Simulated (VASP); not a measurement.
Input of a VASP 6.6.1 run:

INCAR

```
SYSTEM = SiC
PREC = Accurate ; ENCUT = 520
EDIFF = 1E-6 ; ISMEAR = -1
SIGMA = 0.05 ; LREAL = .False.
LASPH = .True. ; NELM = 100
ALGO = Normal ; ISIF = 2
LWAVE = .False. ; LCHARG = .False.
NBANDS = 16
```

Contents of KPOINTS:

```
Automatic mesh
0
Gamma
  16 16 8
  0 0 0
```

POSCAR

```
SiC
1.0
    3.0563647925      0.0000000000      0.0000000000
   -1.5281823962      2.6468895535      0.0000000000
    0.0000000000      0.0000000000      5.0159020124
Si C
2 2
Direct
    0.3333333333      0.6666666667      0.0045955262
    0.6666666667      0.3333333333      0.5045955262
    0.3333333333      0.6666666667      0.3804044738
    0.6666666667      0.3333333333      0.8804044738
```

Potentials or basis: VASP PAW LDA potentials, release 64 (Si, C).

Launch:

```bash
$ cat potpaw_LDA.64/Si/POTCAR potpaw_LDA.64/C/POTCAR > POTCAR
$ mpirun -np 1 vasp_std > vasp.out
```

(1) Estimate the band gap on the k mesh.

(2) What does it give for the pressure?

Answers

(1) 2.18 eV, indirect (least direct gap 3.91 eV).

(2) 0.4 GPa.
